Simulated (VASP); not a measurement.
Input of a VASP 6.6.1 run:

Contents of INCAR:

```
SYSTEM = Bi2S3
ALGO = Normal ; EDIFF = 1E-7
ENCUT = 520 ; GGA = PE
ISIF = 2 ; ISMEAR = -1
LASPH = .True. ; LCHARG = .True.
LELF = .True. ; LREAL = Auto
LVHAR = .True. ; LWAVE = .False.
NBANDS = 112 ; NELM = 80
PREC = Accurate ; SIGMA = 0.02
```

File KPOINTS:

```
k-points
0
Gamma
  2 6 2
  0 0 0
```

The input POSCAR:

```
Bi2S3
1.0
   11.8361322208      0.0000000000      0.0000000000
    0.0000000000      4.0193063166      0.0000000000
    0.0000000000      0.0000000000     11.1855955297
Bi S
8 12
Direct
    0.4791480316      0.2500000000      0.3268813543
    0.0208519684      0.7500000000      0.8268813543
    0.9791480316      0.2500000000      0.1731186457
    0.5208519684      0.7500000000      0.6731186457
    0.3455703172      0.7500000000      0.0323428993
    0.1544296828      0.2500000000      0.5323428993
    0.8455703172      0.7500000000      0.4676571007
    0.6544296828      0.2500000000      0.9676571007
    0.2898840720      0.2500000000      0.1903374240
    0.2101159280      0.7500000000      0.6903374240
    0.7898840720      0.2500000000      0.3096625760
    0.7101159280      0.7500000000      0.8096625760
    0.5467603956      0.7500000000      0.1299601910
    0.9532396044      0.2500000000      0.6299601910
    0.0467603956      0.7500000000      0.3700398090
    0.4532396044      0.2500000000      0.8700398090
    0.3775958284      0.7500000000      0.4460526213
    0.1224041716      0.2500000000      0.9460526213
    0.8775958284      0.7500000000      0.0539473787
    0.6224041716      0.2500000000      0.5539473787
```

Potentials or basis: VASP PAW PBE potentials, release 64 (Bi_d, S).

The run is started by

```bash
$ cat potpaw_PBE.64/Bi_d/POTCAR potpaw_PBE.64/S/POTCAR > POTCAR
$ mpirun -np 1 vasp_std > vasp.out
```

Problem. Predict the largest force.

Solution. 0.021 eV/Å.

Problem. What does it give for the pressure?

Solution. -0.1 GPa.

Forces in eV/Å, atoms in the order of the input:
```
Bi  -0.021  0.000 -0.002
Bi   0.021  0.000 -0.002
Bi  -0.021  0.000  0.002
Bi   0.021  0.000  0.002
Bi   0.003  0.000  0.007
Bi  -0.003  0.000  0.007
Bi   0.003  0.000 -0.007
Bi  -0.003  0.000 -0.007
S    0.003  0.000  0.001
S   -0.003  0.000  0.001
S    0.003  0.000 -0.001
S   -0.003  0.000 -0.001
S    0.000  0.000 -0.003
S    0.000  0.000 -0.003
S    0.000  0.000  0.003
S    0.000  0.000  0.003
S    0.001  0.000 -0.004
S   -0.001  0.000 -0.004
S    0.001  0.000  0.004
S   -0.001  0.000  0.004
```
